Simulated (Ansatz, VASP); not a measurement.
# One calculation of SrTl, two programs

INCAR

```
SYSTEM = SrTl
PREC     = Accurate       ! precision mode
ENCUT    = 520            ! plane-wave cutoff, eV
EDIFF    = 1E-6           ! SCF threshold, eV
ISMEAR   = -1             ! smearing method
SIGMA    = 0.05           ! smearing width, eV
LREAL    = .FALSE.        ! projectors in reciprocal space
LASPH    = .TRUE.         ! aspherical terms in the spheres
NELM     = 100            ! most SCF steps
ALGO     = Normal         ! electronic algorithm
ISIF     = 2              ! what is computed and relaxed
LWAVE    = .FALSE.        ! write WAVECAR
LCHARG   = .FALSE.        ! write CHGCAR
GGA      = CA             ! functional
NBANDS   = 18             ! bands
```

The input KPOINTS:

```
Automatic mesh
0
G
  8 8 8
  0 0 0
```

File POSCAR:

```
SrTl
1.0
    3.9775068335      0.0000000000      0.0000000000
    0.0000000000      3.9775068335      0.0000000000
    0.0000000000      0.0000000000      3.9775068335
Sr Tl
1 1
Direct
    0.0000000000      0.0000000000      0.0000000000
    0.5000000000      0.5000000000      0.5000000000
```

Input for Ansatz:

```yaml
crystal:
  lattice:
    - [3.9775068335, 0.0, 0.0]
    - [0.0, 3.9775068335, 0.0]
    - [0.0, 0.0, 3.9775068335]
  atoms:
    - { symbol: Sr, position: [0.0, 0.0, 0.0] }
    - { symbol: Tl, position: [0.5, 0.5, 0.5] }
kpoints:
  mp_grid: { grid: [8, 8, 8] }
  band_path:
    path:
      - [0.0, 0.0, 0.0]
      - [0.0, 0.5, 0.0]
      - [0.5, 0.5, 0.0]
      - [0.0, 0.0, 0.0]
      - [0.5, 0.5, 0.5]
      - [0.0, 0.5, 0.0]
      - [0.5, 0.5, 0.5]
      - [0.5, 0.5, 0.0]
    npoints: 5
scf:
  occupations: { method: fermi_dirac, width: 0.05 }
hamiltonian:
  xc: lda
  pseudopotentials: { kind: all_electron, lapw: { basis_error: 0.0005 } }
output:
  forces: true
  stress: true
  eigenvalues: true
```

Change from the starting cell: volume scaled by 0.96.

Alike in both runs: task single point; functional LDA; k mesh 8 × 8 × 8; occupations fermi-dirac, width 0.05 eV; no spin polarisation.

|  | VASP | Ansatz |
| --- | --- | --- |
| version | VASP 6.6.1 | Ansatz 0.2.0 |
| potentials or method | VASP PAW LDA potentials, release 64 (Sr_sv, Tl_d), cutoff 520 eV | all-electron LAPW, scalar-relativistic |

VASP gave:

```
pressure (GPa) : -0.6
```

Question: Estimate Ansatz's values.

Answer: Pressure (GPa): -0.7.

LDA's correlation is that of Perdew and Zunger in VASP and of Perdew and Wang (1992) in Ansatz. Ansatz ran all-electron here, and VASP with PAW potentials.

Spin-orbit coupling is off throughout.
